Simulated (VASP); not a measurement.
# SiO2 (Stishovite) (P4_2/mnm) in VASP: further runs, part 2 of 2

VASP 6.6.1. Earlier steps stand in the parts before.

## 3. Single point, PBE

This run uses another cell than the first one, of 7.13 Å³/atom, 1.045 times its volume.

File INCAR:

```
SYSTEM = SiO2
ALGO = Normal
EDIFF = 1E-6
ENCUT = 520
GGA = PE
ISIF = 2
ISMEAR = 0
LASPH = .TRUE.
LCHARG = .FALSE.
LREAL = .FALSE.
LWAVE = .FALSE.
NBANDS = 25
NELM = 80
PREC = Accurate
SIGMA = 0.01
```

File KPOINTS:

```
k-points
0
G
  6 6 8
  0 0 0
```

File POSCAR:

```
SiO2
1.0
    4.0627953038      0.0000000000      0.0000000000
    0.0000000000      4.0627953038      0.0000000000
    0.0000000000      0.0000000000      2.5921437396
Si O
2 4
Direct
    0.0000000000      0.0000000000      0.0000000000
    0.5000000000      0.5000000000      0.5000000000
    0.3059000000      0.3059000000      0.0000000000
    0.1941000000      0.8059000000      0.5000000000
    0.6941000000      0.6941000000      0.0000000000
    0.8059000000      0.1941000000      0.5000000000
```

Potentials or basis: VASP PAW PBE potentials, release 64 (Si, O).

The run is started by

```sh
cat potpaw_PBE.64/Si/POTCAR potpaw_PBE.64/O/POTCAR > POTCAR
mpirun -np 1 vasp_std > vasp.out
```

OUTCAR:

```text
SYSTEM = SiO2
   EDIFF = 1E-6
   ENCUT = 520
   GGA = PE
   ISIF = 2
   ISMEAR = 0
   LASPH = .TRUE.
   LREAL = .FALSE.
   NELM = 80
   PREC = Accurate

 ion  position               nearest neighbor table
   1  0.000  0.000  0.000-   4 1.71   6 1.71   4 1.71   6 1.71   5 1.76   3 1.76
   2  0.500  0.500  0.500-   3 1.71   5 1.71   3 1.71   5 1.71   4 1.76   6 1.76
   3  0.306  0.306  0.000-   2 1.71   2 1.71   1 1.76
   4  0.194  0.806  0.500-   1 1.71   1 1.71   2 1.76
   5  0.694  0.694  0.000-   2 1.71   2 1.71   1 1.76
   6  0.806  0.194  0.500-   1 1.71   1 1.71   2 1.76

  LATTYP: Found a simple tetragonal cell.
 ALAT       =     4.0627953038
 C/A-ratio  =     0.6380197735

  Lattice vectors:

 A1 = (   4.0627953038,   0.0000000000,   0.0000000000)
 A2 = (   0.0000000000,   4.0627953038,   0.0000000000)
 A3 = (   0.0000000000,   0.0000000000,   2.5921437396)

Analysis of symmetry for initial positions (statically):
=====================================================================
 Subroutine PRICEL returns:
 Original cell was already a primitive cell.

 Routine SETGRP: Setting up the symmetry group for a
 simple tetragonal supercell.

 Subroutine GETGRP returns: Found 16 space group operations
 (whereof  8 operations were pure point group operations)
 out of a pool of 16 trial point group operations.

The static configuration has the point symmetry D_2h.
 The point group associated with its full space group is D_4h.

Analysis of symmetry for dynamics (positions and initial velocities):
=====================================================================
 Subroutine PRICEL returns:
 Original cell was already a primitive cell.

 Routine SETGRP: Setting up the symmetry group for a
 simple tetragonal supercell.

 Subroutine GETGRP returns: Found 16 space group operations
 (whereof  8 operations were pure point group operations)
 out of a pool of 16 trial point group operations.

The dynamic configuration has the point symmetry D_2h.
 The point group associated with its full space group is D_4h.

 Subroutine INISYM returns: Found 16 space group operations
 (whereof  8 operations are pure point group operations),
 and found     1 'primitive' translations

----------------------------------------------------------------------------------------

                                     Primitive cell

  volume of cell :      42.7867

  direct lattice vectors                    reciprocal lattice vectors
     4.062795304  0.000000000  0.000000000     0.246135954  0.000000000  0.000000000
     0.000000000  4.062795304  0.000000000     0.000000000  0.246135954  0.000000000
     0.000000000  0.000000000  2.592143740     0.000000000  0.000000000  0.385781076

  length of vectors
     4.062795304  4.062795304  2.592143740     0.246135954  0.246135954  0.385781076

  position of ions in fractional coordinates (direct lattice)
     0.000000000  0.000000000  0.000000000
     0.500000000  0.500000000  0.500000000
     0.305900000  0.305900000  0.000000000
     0.194100000  0.805900000  0.500000000
     0.694100000  0.694100000  0.000000000
     0.805900000  0.194100000  0.500000000

  ion indices of the primitive-cell ions
   primitive index   ion index
[... 26 lines left out ...]
     0.000000000  0.000000000  0.000000000

 Subroutine IBZKPT returns following result:
 ===========================================

 Found     50 irreducible k-points:

 Following reciprocal coordinates:
            Coordinates               Weight
  0.000000  0.000000  0.000000      1.000000
  0.166667  0.000000  0.000000      4.000000
  0.333333  0.000000  0.000000      4.000000
  0.500000  0.000000  0.000000      2.000000
  0.166667  0.166667  0.000000      4.000000
  0.333333  0.166667  0.000000      8.000000
[... 16 lines left out ...]
  0.333333  0.000000  0.250000      8.000000
  0.500000  0.000000  0.250000      4.000000
 [... further k-points ...]
   k-points           NKPTS =     50   k-points in BZ     NKDIM =     50   number of bands    NBANDS=     25
   number of dos      NEDOS =    301   number of ions     NIONS =      6
   total plane-waves  NPLWV =  18000
   dimension x,y,z NGX =    30 NGY =   30 NGZ =   20
   dimension x,y,z NGXF=    60 NGYF=   60 NGZF=   40
   ions per type =               2   4
   NGX,Y,Z   is equivalent  to a cutoff of  12.28, 12.28, 12.83 a.u.
   NGXF,Y,Z  is equivalent  to a cutoff of  24.55, 24.55, 25.65 a.u.
 SYSTEM =  SiO2
   PREC   = accura    normal or accurate (medium, high low for compatibility)
   ISTART =      0    job   : 0-new  1-cont  2-samecut
   ICHARG =      2    charge: 1-file 2-atom 10-const
   ISPIN  =      1    spin polarized calculation?
   LNONCOLLINEAR =      F non collinear calculations
   LSORBIT =      F    spin-orbit coupling
   LASPH  =      T    aspherical Exc in radial PAW
   ENCUT  =  520.0 eV  38.22 Ry    6.18 a.u.   7.55  7.55  4.82*2*pi/ulx,y,z
   NELM   =     80;   NELMIN=  2; NELMDL= -5     # of ELM steps
   EDIFF  = 0.1E-05   stopping-criterion for ELM
   LREAL  =      F    real-space projection
   EDIFFG = 0.1E-04   stopping-criterion for IOM
   NSW    =      0    number of steps for IOM
   IBRION =     -1    ionic relax: 0-MD 1-quasi-New 2-CG
   NFREE  =      0    steps in history (QN), initial steepest desc. (CG)
   ISIF   =      2    stress and relaxation
   ISYM   =      2    0-nonsym 1-usesym 2-fastsym
   POTIM  = 0.5000    time-step for ionic-motion
   TEBEG  =    0.0;   TEEND  =   0.0 temperature during run
   PSTRESS=    0.0 pullay stress
   NELECT =      32.0000    total number of electrons
   NUPDOWN=      -1.0000    fix difference up-down
   EMIN   =  10.00;   EMAX   =-10.00  energy-range for DOS
   EFERMI =   0.00;   METHOD = LEGACY
   ISMEAR =     0;   SIGMA  =   0.01  broadening in eV -4-tet -1-fermi 0-gaus
   EFERMI_NEDOS =   21; number of points for ismear=-14 and -15
   IALGO  =     38    algorithm
   IMIX   =      4    mixing-type and parameters
     AMIX     =   0.40;   BMIX     =  1.00
     AMIX_MAG =   1.60;   BMIX_MAG =  1.00
  volume/ion in A,a.u.               =       7.13        48.12
  Fermi-wavevector in a.u.,A,eV,Ry     =   1.486010  2.808152 30.044749  2.208227
  Thomas-Fermi vector in A             =   2.599350
   LORBIT       =      0    0 simple, 1 ext, 2 COOP (PROOUT), +10 PAW based schemes
   GGA     = PE    functional components
   LHFCALC =     F    Hartree Fock is set to
   AEXX    =    0.0000 exact exchange contribution
   IVDW    =     0    specifies the selected vdW correction
   LEPSILON=     F    determine dielectric tensor
   LRPA    =     F    only Hartree local field effects (RPA)
 non-spin polarized calculation
 Gauss-broadening in eV      SIGMA  =   0.01
  energy-cutoff  :      520.00
  volume of cell :       42.79
 maximum number of plane-waves:      1170
   NGX = 15   NGY = 15   NGZ =  9

 number of electron      32.0000023 magnetization

 Free energy of the ion-electron system (eV)
  ---------------------------------------------------
  ext. energy  EPLUGINS =         0.00000000
  ---------------------------------------------------
  free energy    TOTEN  =       -45.60993642 eV

  energy without entropy =      -45.60993642  energy(sigma->0) =      -45.60993642

 E-fermi :   9.5087     XC(G=0): -12.7172

 val. band max:        9.4545273862   @ k =   0.0000   0.0000   0.0000
 cond. band min:      16.4709425834   @ k =   0.0000   0.0000   0.0000
 fundamental gap:      7.0164151972
 Fermi energy:         9.5087490292

 k-point     1 :       0.0000    0.0000    0.0000
  band No.  band energies     occupation
      1     -14.0569      2.00000
      2      -9.9729      2.00000
      3      -9.9729      2.00000
      4      -9.7097      2.00000
      5      -1.9538      2.00000
      6       2.4519      2.00000
[... 661 lines left out ...]
     24      22.9220      0.00000
     25      23.8451      0.00000

 [... further k-points ...]
[... 5 lines left out ...]
  --------------------------------------------------------------------------------------
  -------------------------------------------------------------------------------------
  Total       11.3634235     11.3634235     13.8504498     -0.0000000      0.0000000      0.0000000
  in kB      425.5110175    425.5110175    518.6393886     -0.0000000      0.0000000      0.0000000
  external PRESSURE =     456.5538079 kB  Pullay stress =       0.0000000 kB

 VOLUME and BASIS-vectors are now :
 -----------------------------------------------------------------------------
  energy-cutoff  :      520.00
  volume of cell :       42.79
      direct lattice vectors                 reciprocal lattice vectors
     4.062795304  0.000000000  0.000000000     0.246135954  0.000000000  0.000000000
     0.000000000  4.062795304  0.000000000     0.000000000  0.246135954  0.000000000
     0.000000000  0.000000000  2.592143740     0.000000000  0.000000000  0.385781076

 POSITION                                       TOTAL-FORCE (eV/Angst)
 -----------------------------------------------------------------------------------
      0.00000      0.00000      0.00000         0.000000     -0.000000      0.000000
      2.03140      2.03140      1.29607         0.000000     -0.000000      0.000000
      1.24281      1.24281      0.00000        -0.517926     -0.517926      0.000000
      0.78859      3.27421      1.29607         0.517926     -0.517926      0.000000
      2.81999      2.81999      0.00000         0.517926      0.517926      0.000000
      3.27421      0.78859      1.29607        -0.517926      0.517926      0.000000
 -----------------------------------------------------------------------------------
    total drift:                               -0.000000      0.000000     -0.000000

  FREE ENERGIE OF THE ION-ELECTRON SYSTEM (eV)
  ---------------------------------------------------
  free  energy   TOTEN  =       -45.6099364159 eV

  energy  without entropy=      -45.6099364159  energy(sigma->0) =      -45.60993642
```

OSZICAR:

```text
N       E                     dE             d eps       ncg     rms          rms(c)
DAV:   1     0.136259889986E+03    0.13626E+03   -0.17854E+04  2548   0.124E+03
DAV:   2    -0.440448178880E+02   -0.18030E+03   -0.17404E+03  3109   0.288E+02
DAV:   3    -0.504738711047E+02   -0.64291E+01   -0.64063E+01  3326   0.517E+01
DAV:   4    -0.505113684443E+02   -0.37497E-01   -0.37487E-01  2946   0.459E+00
DAV:   5    -0.505116357122E+02   -0.26727E-03   -0.26723E-03  3314   0.365E-01    0.196E+01
DAV:   6    -0.455851903421E+02    0.49264E+01   -0.13252E+01  3172   0.249E+01    0.930E+00
DAV:   7    -0.455905839306E+02   -0.53936E-02   -0.87682E-01  3211   0.577E+00    0.320E+00
DAV:   8    -0.456038530232E+02   -0.13269E-01   -0.28127E-02  2955   0.144E+00    0.112E+00
DAV:   9    -0.456097512760E+02   -0.58983E-02   -0.95742E-03  3149   0.823E-01    0.267E-01
DAV:  10    -0.456099369757E+02   -0.18570E-03   -0.31031E-04  3188   0.131E-01    0.409E-02
DAV:  11    -0.456099347718E+02    0.22039E-05   -0.47925E-05  3100   0.513E-02    0.130E-02
DAV:  12    -0.456099363077E+02   -0.15359E-05   -0.35849E-06  3183   0.148E-02    0.282E-03
DAV:  13    -0.456099364159E+02   -0.10824E-06   -0.40789E-07  2071   0.469E-03
   1 F= -.45609936E+02 E0= -.45609936E+02  d E =-.334067E-17
```

stdout:

```text
POSCAR found type information on POSCAR SiO
 POSCAR found :  2 types and       6 ions
 scaLAPACK will be used
 LDA part: xc-table for (Slater+PW92), standard interpolation
 POSCAR, INCAR and KPOINTS ok, starting setup
 FFT: planning ... GRIDC
 FFT: planning ... GRID_SOFT
 FFT: planning ... GRID
 WAVECAR not read
 entering main loop
```

Wall time 22 s (1 thread of Intel Xeon 6975P-C (Granite Rapids), shared host); peak memory 0.16 GiB.

What came out:

```yaml
Free_energy: -45.6099 eV
Pressure: 45.7 GPa
Largest_force: 0.732 eV/Å
Band_gap_on_the_k_mesh: 7.02 eV, direct
```

Forces in eV/Å, atoms in the order of the input:
```
Si   0.000  0.000  0.000
Si   0.000  0.000  0.000
O   -0.518 -0.518  0.000
O    0.518 -0.518  0.000
O    0.518  0.518  0.000
O   -0.518  0.518  0.000
```

A k mesh can miss the band edges. A hybrid or GW would open this gap; PBE tends to underestimate it.
